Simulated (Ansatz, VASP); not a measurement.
# Tc in VASP and in Ansatz

```
CELL_PARAMETERS angstrom
0.04787 1.96905 1.97138
2.00713 0.03456 1.98470
1.97312 1.94836 0.06856
ATOMIC_POSITIONS crystal
Tc 0.99325 0.99319 0.03631
```

Change from the starting cell: cell strained at random at fixed volume.

Alike in both runs: task single point; functional PBE; k mesh 12 × 12 × 12; occupations fermi-dirac, width 0.05 eV; no spin polarisation.

```csv
,VASP,Ansatz
version,VASP 6.6.1,Ansatz 0.2.0
potentials or method,"VASP PAW PBE potentials, release 64 (Tc_pv), cutoff 520 eV","all-electron LAPW, scalar-relativistic"
```

VASP gave:

* gap on the k mesh at the Fermi level (eV): none
* pressure (GPa): -6.3
* traceless stress, the component that is largest in VASP (GPa): -6.72

Task: What did Ansatz give for the same quantities?

Result: gap on the k mesh at the Fermi level (eV): none; pressure (GPa): -5.7; traceless stress, the component that is largest in VASP (GPa): -6.76.

A gap of «none» marks a metal or a gap that the smearing closes. Ansatz ran all-electron here, and VASP with PAW potentials.
